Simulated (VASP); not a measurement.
Al, 2 atoms in the cell. The structure is hexagonal, space group P6_3/mmc (No. 194). Conventional cell: a = 2.812 Å, b = 2.812 Å, c = 4.867 Å, α = 90.00°, β = 90.00°, γ = 120.00°. Al (site symmetry -6m2) has 12 Al at 2.81 to 2.93 Å within 3.7 Å. 

| Property | Result |
| --- | --- |
| Program | VASP 6.6.1 |
| Task | relaxation of cell and atoms |
| Functional | PBEsol |
| Potentials or basis | VASP PAW PBE potentials, release 64 (Al) |
| Cutoff | 600 eV |
| k mesh | 14 × 14 × 7 |
| Occupations | methfessel-paxton, width 0.05 eV |
| Spin | no spin polarisation |
| Target pressure | -2 GPa |
| Dipole correction | no |
| Further INCAR settings | ALGO = Normal; EDIFF = 1e-06; IBRION = 2; EDIFFG = -0.03; NSW = 100; ISIF = 3 |

Potentials or basis: VASP PAW PBE potentials, release 64 (Al).

Run with:

```console
$ cat potpaw_PBE.64/Al/POTCAR > POTCAR
$ mpirun -np 1 vasp_std > vasp.out
```

Hardware: 1 thread of Intel(R) Xeon(R) Platinum 8488C (Sapphire Rapids), on a shared host.

**Question.** How long does it take, and how much memory?

**Answer.** Run time: 62 s on 1 thread of Intel(R) Xeon(R) Platinum 8488C (Sapphire Rapids) (shared host), peak memory 0.16 GiB. Counts: scf iterations 31, k points 96, ion steps 6.
